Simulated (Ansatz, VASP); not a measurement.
**Two plane-wave programs on Cs**

```
Cs
1.0
    -2.94694    2.94694    3.17362
     2.94694   -2.94694    3.17362
     2.94694    2.94694   -3.17362
Cs
1
Cartesian
  0.0000 0.0000 0.0000
```

Change from the starting cell: strain -0.025 along x and y, +0.050 along z, atoms carried along.

Alike in both runs: task single point; functional PBEsol; k mesh 12 × 12 × 12; occupations gaussian, width 0.15 eV; no spin polarisation.

|  | VASP | Ansatz |
| --- | --- | --- |
| version | VASP 6.6.1 | Ansatz 0.2.0 |
| potentials or method | VASP PAW PBE potentials, release 64 (Cs_sv), cutoff 520 eV | scalar-relativistic, plane waves, PAW |
| valence electrons in the cell | 9 | 9 |

```tsv
	VASP	Ansatz	Ansatz less VASP
gap on the k mesh at the Fermi level (eV)	none	none	-
pressure (GPa)	0.0	0.0	+0.01
```

VASP's potentials were made for PBE, not for PBEsol. A gap of «none» marks a metal or a gap that the smearing closes.

Neither program's run includes spin-orbit coupling.
